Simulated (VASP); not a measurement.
**MgB2: single point with r2SCAN**

MgB2:

```
Mg B
1.0
     3.12560    0.00000    0.00000
    -1.56280    2.70685    0.00000
     0.00000    0.00000    3.56936
Mg B
1 2
Direct
  0.00000 0.00000 0.00000
  0.66667 0.33333 0.50000
  0.33333 0.66667 0.50000
```

- Program: VASP 6.6.1
- Task: single point
- Functional: r2SCAN
- Potentials or basis: VASP PAW PBE potentials, release 64 (Mg_sv, B)
- Cutoff: 660 eV
- k mesh: 10 × 10 × 8
- Occupations: fermi-dirac, width 0.05 eV
- Spin: no spin polarisation

```
Pressure               : -7.9 GPa
Band gap on the k mesh : zero (band 8 reaches 6.01 eV, above the bottom of band 9 at 3.53 eV)
```

Stress tensor (GPa, compression positive):
```
-8.74  0.00  0.00
 0.00 -8.74  0.00
 0.00  0.00 -6.25
```

Levels at points of the mesh, in eV from the Fermi level:
```tsv
k point	band 5	band 6	band 7	band 8	band 9	band 10	band 11	band 12
(0.00, 0.00, 0.00)	-13.01	-3.08	0.32	0.32	1.85	6.42	6.42	7.99
(0.50, 0.00, 0.00)	-9.09	-8.14	-2.31	0.18	3.16	3.97	5.54	7.52
(0.00, 0.00, 0.50)	-11.78	-7.57	0.70	0.70	6.75	6.75	8.29	9.72
(0.50, 0.00, 0.50)	-8.14	-7.26	-3.67	-2.01	-1.23	5.72	9.24	9.34
```

Run time: 110 s on 1 thread of AMD EPYC 9R45 96-Core Processor (Zen 5) (shared host), peak memory 0.16 GiB.

Caveat: the PAW data sets were made with another functional, which shifts forces and pressure a little.
